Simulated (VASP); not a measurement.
# CuO (Cccm) in VASP: a series of runs

The runs below take CuO through relaxation of cell and atoms, single point, with r2SCAN, PBE.

All numbers are computed with VASP 6.6.1; they aren't measurements. Logs are shortened: lines on timing, memory, paths and dates and some standing lists are left out, and cuts for length are marked.

## (1) The cell of the first run

It takes space group Cccm (No. 66, orthorhombic). Conventional cell: a = 3.982 Å, b = 4.307 Å, c = 5.156 Å, α = 90.00°, β = 90.00°, γ = 90.00°. Within 2.6 Å of Cu (site symmetry 2/m) lie 4 O at 1.95 Å. O (site symmetry 222) has 4 Cu at 1.95 Å and 2 O at 2.58 Å within 2.6 Å.

## (2) Relaxation of cell and atoms, r2SCAN

POSCAR

```
CuO
1.0
    1.9909680000     -2.1535500000      0.0000000000
    1.9909680000      2.1535500000      0.0000000000
    0.0000000000      0.0000000000      5.1559280000
Cu O
2 2
Direct
    0.5000000000      0.0000000000      0.0000000000
    0.0000000000      0.5000000000      0.5000000000
    0.5000000000      0.5000000000      0.2500000000
    0.5000000000      0.5000000000      0.7500000000
```

INCAR.step1

```
SYSTEM = CuO
PREC     = Accurate       ! precision mode
ENCUT    = 600            ! plane-wave cutoff, eV
ISMEAR   = -1             ! smearing method
SIGMA    = 0.05           ! smearing width, eV
LREAL    = .FALSE.        ! projectors in reciprocal space
LASPH    = .TRUE.         ! aspherical terms in the spheres
NELM     = 100            ! most SCF steps
GGA      = PE             ! functional
ALGO     = Normal         ! electronic algorithm
EDIFF    = 1E-4           ! SCF threshold, eV
LWAVE    = .TRUE.         ! write WAVECAR
LCHARG   = .FALSE.        ! write CHGCAR
```

INCAR.step2

```
SYSTEM = CuO
PREC     = Accurate       ! precision mode
ENCUT    = 600            ! plane-wave cutoff, eV
EDIFF    = 1E-7           ! SCF threshold, eV
ISMEAR   = -1             ! smearing method
SIGMA    = 0.05           ! smearing width, eV
LREAL    = .FALSE.        ! projectors in reciprocal space
LASPH    = .TRUE.         ! aspherical terms in the spheres
NELM     = 100            ! most SCF steps
ALGO     = Normal         ! electronic algorithm
ISIF     = 3              ! what is computed and relaxed
LWAVE    = .FALSE.        ! write WAVECAR
LCHARG   = .FALSE.        ! write CHGCAR
METAGGA  = R2SCAN         ! meta-GGA
LMIXTAU  = .TRUE.       
IBRION   = 2              ! ionic algorithm
NSW      = 60             ! ionic steps
EDIFFG   = -0.01          ! ionic threshold
ISTART   = 1
```

KPOINTS

```
Automatic mesh
0
G
  9 9 5
  0 0 0
```

Potentials or basis: VASP PAW PBE potentials, release 64 (Cu, O).

Command:

```bash
cat potpaw_PBE.64/Cu/POTCAR potpaw_PBE.64/O/POTCAR > POTCAR
cp INCAR.step1 INCAR
mpirun -np 1 vasp_std > vasp.out
cp INCAR.step2 INCAR
mpirun -np 1 vasp_std > vasp.out
```

OUTCAR:

```text
SYSTEM = CuO
   PREC = Accurate
   ENCUT = 600
   EDIFF = 1E-7
   ISMEAR = -1
   LREAL = .FALSE.
   LASPH = .TRUE.
   NELM = 100
   ISIF = 3
   METAGGA = R2SCAN
   IBRION = 2
   NSW = 60
   EDIFFG = -0.01
   ISTART = 1

 ion  position               nearest neighbor table
   1  0.500  0.000  0.000-   3 1.95   4 1.95   3 1.95   4 1.95
   2  0.000  0.500  0.500-   3 1.95   4 1.95   3 1.95   4 1.95
   3  0.500  0.500  0.250-   1 1.95   2 1.95   1 1.95   2 1.95
   4  0.500  0.500  0.750-   1 1.95   2 1.95   1 1.95   2 1.95

  LATTYP: Found a base centered orthorhombic cell.
 ALAT       =     3.9819360000
 B/A-ratio  =     1.0816597755
 C/A-ratio  =     1.2948294498

  Lattice vectors:

 A1 = (   1.9909680000,  -2.1535500000,   0.0000000000)
 A2 = (   1.9909680000,   2.1535500000,   0.0000000000)
 A3 = (   0.0000000000,   0.0000000000,   5.1559280000)

Analysis of symmetry for initial positions (statically):
=====================================================================
 Subroutine PRICEL returns:
 Original cell was already a primitive cell.

 Routine SETGRP: Setting up the symmetry group for a
 base centered orthorhombic supercell.

 Subroutine GETGRP returns: Found  8 space group operations
 (whereof  4 operations were pure point group operations)
 out of a pool of  8 trial point group operations.

The static configuration has the point symmetry C_2h.
 The point group associated with its full space group is D_2h.

Analysis of symmetry for dynamics (positions and initial velocities):
=====================================================================
 Subroutine PRICEL returns:
 Original cell was already a primitive cell.

 Routine SETGRP: Setting up the symmetry group for a
 base centered orthorhombic supercell.

 Subroutine GETGRP returns: Found  8 space group operations
 (whereof  4 operations were pure point group operations)
 out of a pool of  8 trial point group operations.

The dynamic configuration has the point symmetry C_2h.
 The point group associated with its full space group is D_2h.

 Subroutine INISYM returns: Found  8 space group operations
 (whereof  4 operations are pure point group operations),
 and found     1 'primitive' translations

----------------------------------------------------------------------------------------

                                     Primitive cell

  volume of cell :      44.2136

  direct lattice vectors                    reciprocal lattice vectors
     1.990968000 -2.153550000  0.000000000     0.251134122 -0.232174781  0.000000000
     1.990968000  2.153550000  0.000000000     0.251134122  0.232174781  0.000000000
     0.000000000  0.000000000  5.155928000     0.000000000  0.000000000  0.193951506

  length of vectors
     2.932870809  2.932870809  5.155928000     0.342013854  0.342013854  0.193951506

  position of ions in fractional coordinates (direct lattice)
     0.500000000  0.000000000  0.000000000
     0.000000000  0.500000000  0.500000000
     0.500000000  0.500000000  0.250000000
     0.500000000  0.500000000  0.750000000

  ion indices of the primitive-cell ions
   primitive index   ion index
                 1           1
                 2           2
                 3           3
                 4           4

----------------------------------------------------------------------------------------

 KPOINTS: Automatic mesh

Automatic generation of k-mesh.
 Grid dimensions read from file:
 generate k-points for:    9    9    5

 Generating k-lattice:

  Cartesian coordinates                     Fractional coordinates (reciprocal lattice)
     0.027903791 -0.025797198  0.000000000     0.111111111  0.000000000  0.000000000
     0.027903791  0.025797198  0.000000000     0.000000000  0.111111111  0.000000000
     0.000000000  0.000000000  0.038790301     0.000000000  0.000000000  0.200000000

  Length of vectors
     0.038001539  0.038001539  0.038790301

  Shift w.r.t. Gamma in fractional coordinates (k-lattice)
     0.000000000  0.000000000  0.000000000

 Subroutine IBZKPT returns following result:
 ===========================================

 Found     75 irreducible k-points:

 Following reciprocal coordinates:
            Coordinates               Weight
  0.000000  0.000000  0.000000      1.000000
  0.111111  0.000000  0.000000      4.000000
  0.222222  0.000000  0.000000      4.000000
  0.333333  0.000000  0.000000      4.000000
  0.444444  0.000000  0.000000      4.000000
  0.111111  0.111111  0.000000      2.000000
[... 16 lines left out ...]
 -0.333333  0.333333  0.000000      2.000000
  0.444444  0.444444  0.000000      2.000000
 [... further k-points ...]
   k-points           NKPTS =     75   k-points in BZ     NKDIM =     75   number of bands    NBANDS=     21
   number of dos      NEDOS =    301   number of ions     NIONS =      4
   total plane-waves  NPLWV =  24192
   dimension x,y,z NGX =    24 NGY =   24 NGZ =   42
   dimension x,y,z NGXF=    48 NGYF=   48 NGZF=   84
   ions per type =               2   2
   NGX,Y,Z   is equivalent  to a cutoff of  13.60, 13.60, 13.54 a.u.
   NGXF,Y,Z  is equivalent  to a cutoff of  27.21, 27.21, 27.08 a.u.
 SYSTEM =  CuO
   PREC   = accura    normal or accurate (medium, high low for compatibility)
   ISTART =      1    job   : 0-new  1-cont  2-samecut
   ICHARG =      0    charge: 1-file 2-atom 10-const
   ISPIN  =      1    spin polarized calculation?
   LNONCOLLINEAR =      F non collinear calculations
   LSORBIT =      F    spin-orbit coupling
   LASPH  =      T    aspherical Exc in radial PAW
   ENCUT  =  600.0 eV  44.10 Ry    6.64 a.u.   5.86  5.86 10.30*2*pi/ulx,y,z
   NELM   =    100;   NELMIN=  2; NELMDL=  0     # of ELM steps
   EDIFF  = 0.1E-06   stopping-criterion for ELM
   LREAL  =      F    real-space projection
   EDIFFG = -.1E-01   stopping-criterion for IOM
   NSW    =     60    number of steps for IOM
   IBRION =      2    ionic relax: 0-MD 1-quasi-New 2-CG
   NFREE  =      1    steps in history (QN), initial steepest desc. (CG)
   ISIF   =      3    stress and relaxation
   ISYM   =      2    0-nonsym 1-usesym 2-fastsym
   POTIM  = 0.5000    time-step for ionic-motion
   TEBEG  =    0.0;   TEEND  =   0.0 temperature during run
   PSTRESS=    0.0 pullay stress
   NELECT =      34.0000    total number of electrons
   NUPDOWN=      -1.0000    fix difference up-down
   EMIN   =  10.00;   EMAX   =-10.00  energy-range for DOS
   EFERMI =   0.00;   METHOD = LEGACY
   ISMEAR =    -1;   SIGMA  =   0.05  broadening in eV -4-tet -1-fermi 0-gaus
   EFERMI_NEDOS =   21; number of points for ismear=-14 and -15
   IALGO  =     38    algorithm
   IMIX   =      4    mixing-type and parameters
     AMIX     =   0.40;   BMIX     =  1.00
     AMIX_MAG =   1.60;   BMIX_MAG =  1.00
  volume/ion in A,a.u.               =      11.05        74.59
  Fermi-wavevector in a.u.,A,eV,Ry     =   1.499854  2.834314 30.607167  2.249563
  Thomas-Fermi vector in A             =   2.611430
   LORBIT       =      0    0 simple, 1 ext, 2 COOP (PROOUT), +10 PAW based schemes
   METAGGA = R2SCAN    functional components
   LHFCALC =     F    Hartree Fock is set to
   AEXX    =    0.0000 exact exchange contribution
   IVDW    =     0    specifies the selected vdW correction
   LEPSILON=     F    determine dielectric tensor
   LRPA    =     F    only Hartree local field effects (RPA)
 conjugate gradient relaxation of ions
 non-spin polarized calculation
  energy-cutoff  :      600.00
  volume of cell :       44.21
 maximum number of plane-waves:      1492
   NGX = 11   NGY = 11   NGZ = 21

--------------------------------------- Ionic step        1  -------------------------------------------

 number of electron      33.9999991 magnetization

 Free energy of the ion-electron system (eV)
  ---------------------------------------------------
  ext. energy  EPLUGINS =         0.00000000
  ---------------------------------------------------
  free energy    TOTEN  =       -36.46888033 eV

  energy without entropy =      -36.44944241  energy(sigma->0) =      -36.45916137

------------------------ aborting loop because EDIFF is reached ----------------------------------------

  FORCE on cell =-STRESS in cart. coord.  units (eV):
  Direction    XX          YY          ZZ          XY          YZ          ZX
  --------------------------------------------------------------------------------------
  -------------------------------------------------------------------------------------
  Total       -0.9321262     -1.2572330     -1.2015127     -0.0000000      0.0000000      0.0000000
  in kB      -33.7776320    -45.5585887    -43.5394421     -0.0000000      0.0000000      0.0000000
  external PRESSURE =     -40.9585543 kB  Pullay stress =       0.0000000 kB
[... 95 lines left out ...]
  FREE ENERGIE OF THE ION-ELECTRON SYSTEM (eV)
  ---------------------------------------------------
  free  energy   TOTEN  =       -36.4833739973 eV

  energy  without entropy=      -36.4641991487  energy(sigma->0) =      -36.47378657

[... ionic steps 4 to 18 ...]

--------------------------------------- Ionic step       19  -------------------------------------------

 number of electron      33.9999977 magnetization

------------------------ aborting loop because EDIFF is reached ----------------------------------------

  FORCE on cell =-STRESS in cart. coord.  units (eV):
  Direction    XX          YY          ZZ          XY          YZ          ZX
  --------------------------------------------------------------------------------------
  -------------------------------------------------------------------------------------
  Total        0.0500691      0.0198765      0.0284825      0.0000000      0.0000000      0.0000000
  in kB        1.8627182      0.7394628      1.0596340      0.0000000      0.0000000      0.0000000
  external PRESSURE =       1.2206050 kB  Pullay stress =       0.0000000 kB
[... 61 lines left out ...]
  energy  without entropy=      -36.4692330398  energy(sigma->0) =      -36.47876251

--------------------------------------- Ionic step       21  -------------------------------------------

 number of electron      33.9999977 magnetization

 Free energy of the ion-electron system (eV)
  ---------------------------------------------------
  ext. energy  EPLUGINS =         0.00000000
  ---------------------------------------------------
  free energy    TOTEN  =       -36.48831118 eV

  energy without entropy =      -36.46924899  energy(sigma->0) =      -36.47878009

 E-fermi :   5.0391     XC(G=0): -12.1734

 val. band max:        5.0256897338   @ k =   0.4444   0.4444   0.4000
 cond. band min:       5.0713222958   @ k =   0.2222   0.1111   0.0000
 fundamental gap:      0.0456325620
 Fermi energy:         5.0390673153

 k-point     1 :       0.0000    0.0000    0.0000
  band No.  band energies     occupation
      1     -16.1287      2.00000
      2     -14.8246      2.00000
      3      -3.5478      2.00000
      4      -0.7538      2.00000
      5      -0.7362      2.00000
      6       1.0367      2.00000
[... 550 lines left out ...]
      5      -1.1825      2.00000
      6      -0.6308      2.00000
[... 13 lines left out ...]
     20      12.1450      0.00000
     21      15.5632      0.00000

 [... further k-points ...]

------------------------ aborting loop because EDIFF is reached ----------------------------------------

  FORCE on cell =-STRESS in cart. coord.  units (eV):
  Direction    XX          YY          ZZ          XY          YZ          ZX
  --------------------------------------------------------------------------------------
  -------------------------------------------------------------------------------------
  Total        0.0282396     -0.0015977     -0.0022312     -0.0000000      0.0000000      0.0000000
  in kB        1.0499311     -0.0594015     -0.0829538     -0.0000000      0.0000000      0.0000000
  external PRESSURE =       0.3025253 kB  Pullay stress =       0.0000000 kB
[... 19 lines left out ...]
  FREE ENERGIE OF THE ION-ELECTRON SYSTEM (eV)
  ---------------------------------------------------
  free  energy   TOTEN  =       -36.4883111848 eV

  energy  without entropy=      -36.4692489902  energy(sigma->0) =      -36.47878009

 reached required accuracy - stopping structural energy minimisation
```

Run time: 39 min. Hardware: 1 thread of Intel Xeon Platinum 8488C (Sapphire Rapids), shared host; peak memory 0.23 GiB.

Results:

```yaml
Free_energy: -36.4883 eV
Relaxed_volume: 10.77 Å³/atom
Relaxed_cell: a = 2.896 Å, b = 2.896 Å, c = 5.137 Å, α = 90.00°, β = 90.00°, γ = 90.49°
Space_group_after_relaxing_to_0.05_Å: P4_2/mmc (No. 131)
Energy_gained_by_relaxing: 4.9 meV/atom
Ionic_steps: 21
Pressure_after_relaxing: 0.0 GPa
Band_gap_on_the_k_mesh: zero (band 17 reaches 5.73 eV, above the bottom of band 18 at 4.78 eV)
```

Stress tensor (GPa, compression positive):
```
 0.10  0.00  0.00
 0.00 -0.01  0.00
 0.00  0.00 -0.01
```

The path:
```
step  energy change (eV)  largest force (eV/Å)  pressure (GPa)  volume (Å³)
   1              0.0000                0.0000           -4.10        44.21
   2             -0.0083                0.0000            2.92        42.43
   3             -0.0145                0.0000           -0.04        43.12
   4             -0.0145                0.0000            0.09        43.10
   5             -0.0156                0.0000            0.04        43.05
   6             -0.0163                0.0000            0.12        42.95
   7             -0.0164                0.0000            0.16        42.96
   8             -0.0166                0.0000           -0.10        43.04
   9             -0.0168                0.0000           -0.61        43.18
  10             -0.0169                0.0000           -0.59        43.18
  11             -0.0171                0.0000           -0.58        43.18
  12             -0.0175                0.0000           -0.57        43.19
  13             -0.0182                0.0000           -0.49        43.20
  14             -0.0189                0.0000           -0.32        43.22
  15             -0.0190                0.0000           -0.27        43.23
  16             -0.0192                0.0000            0.01        43.15
  17             -0.0193                0.0000            0.30        43.06
  18             -0.0194                0.0000            0.16        43.06
  19             -0.0194                0.0000            0.12        43.07
  20             -0.0194                0.0000            0.10        43.07
  21             -0.0194                0.0000            0.03        43.09
```

Final structure:
```yaml
crystal:
  lattice:
    - [2.03927, -2.05669, 0.00000]
    - [2.03927, 2.05669, 0.00000]
    - [0.00000, 0.00000, 5.13730]
  atoms:
    - { symbol: Cu, position: [0.50000, 0.00000, 0.00000] }
    - { symbol: Cu, position: [0.00000, 0.50000, 0.50000] }
    - { symbol: O, position: [0.50000, 0.50000, 0.25000] }
    - { symbol: O, position: [0.50000, 0.50000, 0.75000] }
```

Levels at points of the mesh, in eV from the Fermi level:
```tsv
k point	band 14	band 15	band 16	band 17	band 18	band 19	band 20	band 21
(0.00, 0.00, 0.00)	-2.64	-2.55	-2.21	0.69	0.71	1.78	6.62	7.85
```

Caveat: the PAW data sets were made with another functional, which shifts forces and pressure a little; semilocal functionals often make such compounds metallic where correlation or magnetic order opens a gap, which also shifts bond lengths.

(Continued in part 2 of 3.)
